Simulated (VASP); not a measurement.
# GaN: elastic constants with LDA

The system is GaN.

```
Ga N
1.0
     3.18000    0.00000    0.00000
    -1.59000    2.75396    0.00000
     0.00000    0.00000    5.16600
Ga N
2 2
Direct
  0.66667 0.33333 0.50000
  0.33333 0.66667 0.00000
  0.66667 0.33333 0.87500
  0.33333 0.66667 0.37500
```

| Property | Result |
| --- | --- |
| Program | VASP 6.6.1 |
| Task | elastic constants |
| Functional | LDA |
| Potentials or basis | VASP PAW LDA potentials, release 64 (Ga_d, N) |
| Cutoff | 600 eV |
| k mesh | 8 × 8 × 5 |
| Occupations | gaussian, width 0.01 eV |
| Spin | no spin polarisation |
| Dipole correction | no |
| Ions in elastic constants | relaxed |
| Further INCAR settings | ALGO = Normal; EDIFF = 1e-08; IBRION = 6; POTIM = 0.015; NSW = 1; ISIF = 3 |

The voigt bulk modulus is 189 GPa and the highest phonon frequency at Γ, LO-TO splitting left out is 693 cm⁻¹.

Phonon frequencies in cm⁻¹ (negative: imaginary):
| q point | frequencies |
| --- | --- |
| (0.000, 0.000, 0.000) | 0 0 0 139 139 334 539 539 540 547 547 693 |

Elastic tensor in Voigt notation (GPa, in the Cartesian axes of the cell as first typed):
```
349 124  90   0   0   0
124 349  90   0   0   0
 90  90 399   0   0   0
  0   0   0  95   0   0
  0   0   0   0  95   0
  0   0   0   0   0 113
```

Clamped-ion elastic tensor (GPa):
```
404  97  60   0   0   0
 97 404  60   0   0   0
 60  60 463   0   0   0
  0   0   0 110   0   0
  0   0   0   0 110   0
  0   0   0   0   0 154
```

Wall time 11 min on 1 thread of Intel(R) Xeon(R) 6975P-C (Granite Rapids) (shared host), peak memory 0.38 GiB.

Caveat: the cell is under stress, which shifts elastic constants.
